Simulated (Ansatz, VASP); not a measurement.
**One calculation of TaTlH4, two programs**

The input INCAR:

```
SYSTEM = TaTlH4
ALGO = Normal
EDIFF = 1E-7
EDIFFG = -0.04
ENCUT = 500
GGA = PE
GGA_COMPAT = .False.
IBRION = 2
ISIF = 3
ISMEAR = 0
LASPH = .True.
LCHARG = .False.
LREAL = .False.
LWAVE = .False.
NELM = 120
NELMIN = 4
NSW = 90
PREC = Accurate
SIGMA = 0.1
```

Contents of KPOINTS:

```
k-points
0
Gamma
  4 4 4
  0 0 0
```

File POSCAR:

```
TaTlH4
1.0
    4.2057738900      0.0000000000      0.0000000000
    0.0000000000      4.2057738900      0.0000000000
    0.0000000000      0.0000000000      5.9478624700
Ta Tl H
1 1 4
Direct
    0.5000000000      0.5000000000      0.5000000000
    0.0000000000      0.0000000000      0.0000000000
    0.5000000000      0.0000000000      0.2500000000
    0.0000000000      0.5000000000      0.7500000000
    0.5000000000      0.0000000000      0.7500000000
    0.0000000000      0.5000000000      0.2500000000
```

Input for Ansatz:

```yaml
crystal:
  lattice:
    - [4.20577389, 0.0, 0.0]
    - [0.0, 4.20577389, 0.0]
    - [0.0, 0.0, 5.94786247]
  atoms:
    - { symbol: Ta, position: [0.5, 0.5, 0.5] }
    - { symbol: Tl, position: [0.0, 0.0, 0.0] }
    - { symbol: H, position: [0.5, 0.0, 0.25] }
    - { symbol: H, position: [0.0, 0.5, 0.75] }
    - { symbol: H, position: [0.5, 0.0, 0.75] }
    - { symbol: H, position: [0.0, 0.5, 0.25] }
basis:
  ecutwfc: 420
kpoints:
  mp_grid: { grid: [4, 4, 4] }
hamiltonian:
  xc: pbe
scf:
  occupations: { method: gaussian, width: 0.1 }
  lower_state_search: "off"
output:
  forces: true
  stress: true
  eigenvalues: true
relax:
  adjacent_minimum: "off"
  f_tol: 0.04
  max_steps: 70
  cell: { stress_tol: 0.4 }
```

Alike in both runs: task relaxation of cell and atoms; functional PBE; k mesh 4 × 4 × 4; occupations gaussian, width 0.1 eV; no spin polarisation.

|  | VASP | Ansatz |
| --- | --- | --- |
| version | VASP 6.6.1 | Ansatz 0.2.0 |
| potentials or method | VASP PAW PBE potentials, release 64 (Ta_sv_GW, Tl_d, H), cutoff 500 eV | scalar-relativistic, plane waves, PAW |
| valence electrons in the cell | 30 | 30 |

VASP gave:

```
gap on the k mesh at the Fermi level, each at its own relaxed structure (eV)  : none
relaxed volume (Å³/atom)                                                      : 11.60
relaxed length of the cell vector where the two differ most in proportion (Å) : 7.237
```

Task: What did Ansatz give for the same quantities?

Result: gap on the k mesh at the Fermi level, each at its own relaxed structure (eV): none; relaxed volume (Å³/atom): 11.55; relaxed length of the cell vector where the two differ most in proportion (Å): 7.176.

A gap of «none» marks a metal or a gap that the smearing closes.

The k mesh is coarse, so the values compare programs but aren't converged. Spin-orbit coupling is off throughout. Noted on VASP's run: the volume moved by over 15 % at a fixed basis, so the end points are rough.
